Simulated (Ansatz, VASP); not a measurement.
## Two plane-wave programs on AlTl

```
CELL_PARAMETERS angstrom
0.00000 3.21186 3.21186
3.21186 0.00000 3.21186
3.21186 3.21186 0.00000
ATOMIC_POSITIONS crystal
Al 0.00000 0.00000 0.00000
Tl 0.75000 0.75000 0.75000
```

Change from the starting cell: species swapped into the CdTe type (F-43m, No. 216).

Alike in both runs: task relaxation of cell and atoms; functional PBE; k mesh 16 × 16 × 16; occupations gaussian, width 0.1 eV; no spin polarisation.

|  | VASP | Ansatz |
| --- | --- | --- |
| version | VASP 6.6.1 | Ansatz 0.2.0 |
| potentials or method | VASP PAW PBE potentials, release 64 (Al, Tl_d), cutoff 600 eV | scalar-relativistic, plane waves, PAW |
| valence electrons in the cell | 16 | 16 |

|  | VASP | Ansatz | Ansatz less VASP |
| --- | --- | --- | --- |
| gap on the k mesh at the Fermi level, each at its own relaxed structure (eV) | none | none | - |
| relaxed volume (Å³/atom) | 32.75 | 32.84 | +0.089 |
| relaxed length of the cell vector where the two differ most in proportion (Å) | 4.525 | 4.529 | +0.0041 |

A gap of «none» marks a metal or a gap that the smearing closes.

Spin-orbit coupling is off throughout.
